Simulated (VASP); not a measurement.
# CsH (I4/mmm) in VASP: notebook

CsH is run at these levels: LDA; tasks: single point.

Program: VASP 6.6.1. These are calculated values, not measurements. Logs are shortened: lines on timing, memory, paths and dates and some standing lists are left out, and cuts for length are marked.

## 1. The cell of the first run

The structure is tetragonal, space group I4/mmm (No. 139). The conventional cell has a = 4.148 Å, b = 4.148 Å, c = 6.886 Å, α = 90.00°, β = 90.00°, γ = 90.00°. Within 3.9 Å of Cs (site symmetry 4/mmm) lie 6 H at 2.93 to 3.44 Å. Within 3.9 Å of H (site symmetry 4/mmm) lie 6 Cs at 2.93 to 3.44 Å.

## 2. Single point, LDA (strain -0.080 along x and y, +0.080 along z)

The input, INCAR:

```
ALGO = Normal
EDIFF = 1E-7
ENCUT = 520
ISIF = 2
ISMEAR = 0
LASPH = T
LCHARG = F
LREAL = F
LWAVE = F
NBANDS = 12
NELM = 100
PREC = Accurate
SIGMA = 0.05
```

The input, KPOINTS:

```
k-points
0
Gamma
  8 8 8
```

The input, POSCAR:

```
CsH
1.0
    0.0000000000      2.9329600000      3.4430400000
    2.9329600000      0.0000000000      3.4430400000
    2.9329600000      2.9329600000      0.0000000000
Cs H
1 1
Direct
    0.0000000000      0.0000000000      0.0000000000
    0.5000000000      0.5000000000      0.5000000000
```

Potentials or basis: VASP PAW LDA potentials, release 64 (Cs_sv, H).

Launch:

```console
$ cat potpaw_LDA.64/Cs_sv/POTCAR potpaw_LDA.64/H/POTCAR > POTCAR
$ mpirun -np 1 vasp_std > vasp.out
```

OUTCAR:

```text
EDIFF = 1E-7
   ENCUT = 520
   ISIF = 2
   ISMEAR = 0
   LASPH = T
   LREAL = F
   NELM = 100
   PREC = Accurate

 ion  position               nearest neighbor table
   1  0.000  0.000  0.000-
   2  0.500  0.500  0.500-

  LATTYP: Found a body centered tetragonal cell.
 ALAT       =     4.1478318099
 C/A-ratio  =     1.6601637471

  Lattice vectors:

 A1 = (  -2.9329600000,   0.0000000000,   3.4430400000)
 A2 = (   2.9329600000,   0.0000000000,   3.4430400000)
 A3 = (   0.0000000000,   2.9329600000,  -3.4430400000)

Analysis of symmetry for initial positions (statically):
=====================================================================
 Subroutine PRICEL returns:
 Original cell was already a primitive cell.

 Routine SETGRP: Setting up the symmetry group for a
 body centered tetragonal supercell.

 Subroutine GETGRP returns: Found 16 space group operations
 (whereof 16 operations were pure point group operations)
 out of a pool of 16 trial point group operations.

The static configuration has the point symmetry D_4h.

Analysis of symmetry for dynamics (positions and initial velocities):
=====================================================================
 Subroutine PRICEL returns:
 Original cell was already a primitive cell.

 Routine SETGRP: Setting up the symmetry group for a
 body centered tetragonal supercell.

 Subroutine GETGRP returns: Found 16 space group operations
 (whereof 16 operations were pure point group operations)
 out of a pool of 16 trial point group operations.

The dynamic configuration has the point symmetry D_4h.

 Subroutine INISYM returns: Found 16 space group operations
 (whereof 16 operations are pure point group operations),
 and found     1 'primitive' translations

----------------------------------------------------------------------------------------

                                     Primitive cell

  volume of cell :      59.2358

  direct lattice vectors                    reciprocal lattice vectors
     0.000000000  2.932960000  3.443040000    -0.170476242  0.170476242  0.145220503
     2.932960000  0.000000000  3.443040000     0.170476242 -0.170476242  0.145220503
     2.932960000  2.932960000  0.000000000     0.170476242  0.170476242 -0.145220503

  length of vectors
     4.522917068  4.522917068  4.147831810     0.281448562  0.281448562  0.281448562

  position of ions in fractional coordinates (direct lattice)
     0.000000000  0.000000000  0.000000000
     0.500000000  0.500000000  0.500000000

  ion indices of the primitive-cell ions
   primitive index   ion index
                 1           1
                 2           2

----------------------------------------------------------------------------------------

 KPOINTS: k-points

Automatic generation of k-mesh.
 Grid dimensions read from file:
 generate k-points for:    8    8    8

 Generating k-lattice:

  Cartesian coordinates                     Fractional coordinates (reciprocal lattice)
    -0.021309530  0.021309530  0.018152563     0.125000000  0.000000000  0.000000000
     0.021309530 -0.021309530  0.018152563     0.000000000  0.125000000  0.000000000
     0.021309530  0.021309530 -0.018152563    -0.000000000 -0.000000000  0.125000000

  Length of vectors
     0.035181070  0.035181070  0.035181070

  Shift w.r.t. Gamma in fractional coordinates (k-lattice)
     0.000000000  0.000000000  0.000000000

 Subroutine IBZKPT returns following result:
 ===========================================

 Found     59 irreducible k-points:

 Following reciprocal coordinates:
            Coordinates               Weight
  0.000000  0.000000  0.000000      1.000000
  0.125000  0.000000  0.000000      8.000000
  0.250000  0.000000  0.000000      8.000000
  0.375000  0.000000  0.000000      8.000000
  0.500000  0.000000  0.000000      4.000000
  0.125000  0.125000  0.000000      2.000000
[... 16 lines left out ...]
  0.250000  0.000000  0.125000     16.000000
  0.375000  0.000000  0.125000     16.000000
 [... further k-points ...]
   k-points           NKPTS =     59   k-points in BZ     NKDIM =     59   number of bands    NBANDS=     12
   number of dos      NEDOS =    301   number of ions     NIONS =      2
   total plane-waves  NPLWV =  41472
   dimension x,y,z NGX =    36 NGY =   36 NGZ =   32
   dimension x,y,z NGXF=    72 NGYF=   72 NGZF=   64
   ions per type =               1   1
   NGX,Y,Z   is equivalent  to a cutoff of  13.23, 13.23, 12.83 a.u.
   NGXF,Y,Z  is equivalent  to a cutoff of  26.46, 26.46, 25.65 a.u.
 SYSTEM =  unknown system
   PREC   = accura    normal or accurate (medium, high low for compatibility)
   ISTART =      0    job   : 0-new  1-cont  2-samecut
   ICHARG =      2    charge: 1-file 2-atom 10-const
   ISPIN  =      1    spin polarized calculation?
   LNONCOLLINEAR =      F non collinear calculations
   LSORBIT =      F    spin-orbit coupling
   LASPH  =      T    aspherical Exc in radial PAW
   ENCUT  =  520.0 eV  38.22 Ry    6.18 a.u.   8.41  8.41  7.71*2*pi/ulx,y,z
   NELM   =    100;   NELMIN=  2; NELMDL= -5     # of ELM steps
   EDIFF  = 0.1E-06   stopping-criterion for ELM
   LREAL  =      F    real-space projection
   EDIFFG = 0.1E-05   stopping-criterion for IOM
   NSW    =      0    number of steps for IOM
   IBRION =     -1    ionic relax: 0-MD 1-quasi-New 2-CG
   NFREE  =      0    steps in history (QN), initial steepest desc. (CG)
   ISIF   =      2    stress and relaxation
   ISYM   =      2    0-nonsym 1-usesym 2-fastsym
   POTIM  = 0.5000    time-step for ionic-motion
   TEBEG  =    0.0;   TEEND  =   0.0 temperature during run
   PSTRESS=    0.0 pullay stress
   NELECT =      10.0000    total number of electrons
   NUPDOWN=      -1.0000    fix difference up-down
   EMIN   =  10.00;   EMAX   =-10.00  energy-range for DOS
   EFERMI =   0.00;   METHOD = LEGACY
   ISMEAR =     0;   SIGMA  =   0.05  broadening in eV -4-tet -1-fermi 0-gaus
   EFERMI_NEDOS =   21; number of points for ismear=-14 and -15
   IALGO  =     38    algorithm
   IMIX   =      4    mixing-type and parameters
     AMIX     =   0.40;   BMIX     =  1.00
     AMIX_MAG =   1.60;   BMIX_MAG =  1.00
  volume/ion in A,a.u.               =      29.62       199.87
  Fermi-wavevector in a.u.,A,eV,Ry     =   0.904788  1.709801 11.138285  0.818641
  Thomas-Fermi vector in A             =   2.028277
   LORBIT       =      0    0 simple, 1 ext, 2 COOP (PROOUT), +10 PAW based schemes
   GGA     = CA    functional components
   LHFCALC =     F    Hartree Fock is set to
   AEXX    =    0.0000 exact exchange contribution
   IVDW    =     0    specifies the selected vdW correction
   LEPSILON=     F    determine dielectric tensor
   LRPA    =     F    only Hartree local field effects (RPA)
 non-spin polarized calculation
 Gauss-broadening in eV      SIGMA  =   0.05
  energy-cutoff  :      520.00
  volume of cell :       59.24
 maximum number of plane-waves:      1621
 NGX is ok and might be reduce to    36
   NGX = 17   NGY = 17   NGZ = 15

 number of electron      10.0000000 magnetization

 Free energy of the ion-electron system (eV)
  ---------------------------------------------------
  ext. energy  EPLUGINS =         0.00000000
  ---------------------------------------------------
  free energy    TOTEN  =        -4.84557614 eV

  energy without entropy =       -4.84557614  energy(sigma->0) =       -4.84557614

 E-fermi :   0.9087     XC(G=0):  -7.8316

 val. band max:        0.6343423297   @ k =   0.5000   0.0000   0.0000
 cond. band min:       2.2974837575   @ k =   0.5000   0.0000   0.0000
 fundamental gap:      1.6631414278
 Fermi energy:         0.9087009718

 k-point     1 :       0.0000    0.0000    0.0000
  band No.  band energies     occupation
      1     -20.9840      2.00000
      2      -7.4665      2.00000
      3      -7.2476      2.00000
      4      -7.2476      2.00000
      5      -1.5477      2.00000
      6       4.9718      0.00000
      7       4.9955      0.00000
      8       5.8882      0.00000
      9       5.8882      0.00000
     10       8.2322      0.00000
     11       8.4736      0.00000
     12       9.0932      0.00000

 k-point     2 :       0.1250    0.0000    0.0000
  band No.  band energies     occupation
      1     -20.9664      2.00000
      2      -7.5555      2.00000
      3      -7.3993      2.00000
      4      -7.2503      2.00000
      5      -1.2397      2.00000
      6       4.6941      0.00000
      7       5.0500      0.00000
      8       5.6683      0.00000
      9       6.0480      0.00000
     10       7.6664      0.00000
     11       7.8638      0.00000
     12       9.5937      0.00000

 k-point     3 :       0.2500    0.0000    0.0000
  band No.  band energies     occupation
      1     -20.9234      2.00000
      2      -7.9502      2.00000
      3      -7.5234      2.00000
      4      -7.2564      2.00000
      5      -0.5257      2.00000
      6       3.6821      0.00000
      7       5.0514      0.00000
      8       6.0277      0.00000
      9       6.1838      0.00000
     10       7.4247      0.00000
     11       7.5099      0.00000
     12      10.7961      0.00000
[... 286 lines left out ...]
 k-point    23 :       0.2500    0.0000    0.1250
  band No.  band energies     occupation
      1     -20.9191      2.00000
      2      -7.8523      2.00000
      3      -7.5416      2.00000
      4      -7.3699      2.00000
      5      -0.5663      2.00000
      6       4.1788      0.00000
      7       4.9750      0.00000
      8       5.4741      0.00000
      9       6.4314      0.00000
     10       6.5049      0.00000
     11       8.4188      0.00000
     12      10.6765      0.00000

 k-point    24 :       0.3750    0.0000    0.1250
  band No.  band energies     occupation
      1     -20.8757      2.00000
      2      -8.2325      2.00000
      3      -7.6112      2.00000
      4      -7.3775      2.00000
      5       0.0018      2.00000
      6       3.2034      0.00000
      7       4.8896      0.00000
      8       5.4287      0.00000
      9       6.7580      0.00000
     10       7.7491      0.00000
     11       8.9285      0.00000
     12      11.5411      0.00000

 [... further k-points ...]
[... 5 lines left out ...]
  --------------------------------------------------------------------------------------
  -------------------------------------------------------------------------------------
  Total        0.5333597      0.5333597     -0.7786613      0.0000000     -0.0000000      0.0000000
  in kB       14.4260160     14.4260160    -21.0607971      0.0000000     -0.0000000      0.0000000
  external PRESSURE =       2.5970783 kB  Pullay stress =       0.0000000 kB

 VOLUME and BASIS-vectors are now :
 -----------------------------------------------------------------------------
  energy-cutoff  :      520.00
  volume of cell :       59.24
      direct lattice vectors                 reciprocal lattice vectors
     0.000000000  2.932960000  3.443040000    -0.170476242  0.170476242  0.145220503
     2.932960000  0.000000000  3.443040000     0.170476242 -0.170476242  0.145220503
     2.932960000  2.932960000  0.000000000     0.170476242  0.170476242 -0.145220503

 POSITION                                       TOTAL-FORCE (eV/Angst)
 -----------------------------------------------------------------------------------
      0.00000      0.00000      0.00000        -0.000000     -0.000000      0.000000
      2.93296      2.93296      3.44304         0.000000      0.000000     -0.000000
 -----------------------------------------------------------------------------------
    total drift:                               -0.000000      0.000000      0.000000

  FREE ENERGIE OF THE ION-ELECTRON SYSTEM (eV)
  ---------------------------------------------------
  free  energy   TOTEN  =        -4.8455761437 eV

  energy  without entropy=       -4.8455761437  energy(sigma->0) =       -4.84557614
```

Wall time 47 s (1 thread of Intel Xeon 6975P-C, shared host); peak memory 0.19 GiB.

What came out:

```yaml
Free_energy: -4.8456 eV
Pressure: 0.3 GPa
Band_gap_on_the_k_mesh: 1.66 eV, direct
```

Stress tensor (GPa, compression positive):
```
 1.44  0.00  0.00
 0.00  1.44  0.00
 0.00  0.00 -2.11
```

Levels at points of the mesh, in eV from the valence-band top:
| k point | band 2 | band 3 | band 4 | band 5 | band 6 | band 7 | band 8 | band 9 |
| --- | --- | --- | --- | --- | --- | --- | --- | --- |
| (0.00, 0.00, 0.00) | -8.10 | -7.88 | -7.88 | -2.18 | 4.34 | 4.36 | 5.25 | 5.25 |
| (0.50, 0.00, 0.00) | -9.11 | -8.26 | -7.90 | 0.00 | 1.66 | 3.91 | 5.01 | 6.96 |
| (0.50, 0.50, 0.00) | -8.99 | -8.10 | -8.10 | -1.63 | 2.85 | 4.60 | 8.34 | 8.78 |
| (0.50, 0.00, 0.50) | -8.88 | -8.51 | -8.34 | -1.67 | 2.47 | 6.02 | 6.96 | 7.27 |

Caveat: the cell differs from its parent crystal (strain -0.080 along x and y, +0.080 along z); spin-orbit coupling is left out, which moves the levels of the heavy elements.

(Continued in part 2 of 3.)
